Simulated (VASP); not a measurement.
A run of VASP 6.6.1 is set up as follows.

INCAR

```
SYSTEM = Mg
  PREC = Accurate
  ENCUT = 520
  EDIFF = 1E-6
  ISMEAR = 0
  SIGMA = 0.15
  LREAL = .False.
  LASPH = .True.
  NELM = 60
  ALGO = Fast
  ISIF = 2
  LWAVE = .False.
  LCHARG = .False.
  GGA = PE
  NBANDS = 7
```

The input KPOINTS:

```
Automatic mesh
0
Gamma
  20 20 20
  0 0 0
```

Contents of POSCAR:

```
Mg
1.0
   -1.7783335771      1.7783335771      1.8647605889
    1.7783335771     -1.7783335771      1.8647605889
    1.7783335771      1.7783335771     -1.8647605889
Mg
1
Direct
    0.0000000000      0.0000000000      0.0000000000
```

Potentials or basis: VASP PAW PBE potentials, release 64 (Mg).

Command:

```sh
$ cat potpaw_PBE.64/Mg/POTCAR > POTCAR
$ mpirun -np 1 vasp_std > vasp.out
```

(1) Predict the pressure.

(2) What does it give for the band gap on the k mesh?

Answers

(1) -1.0 GPa.

(2) zero (bands 1 and 2 overlap by 4.15 eV).
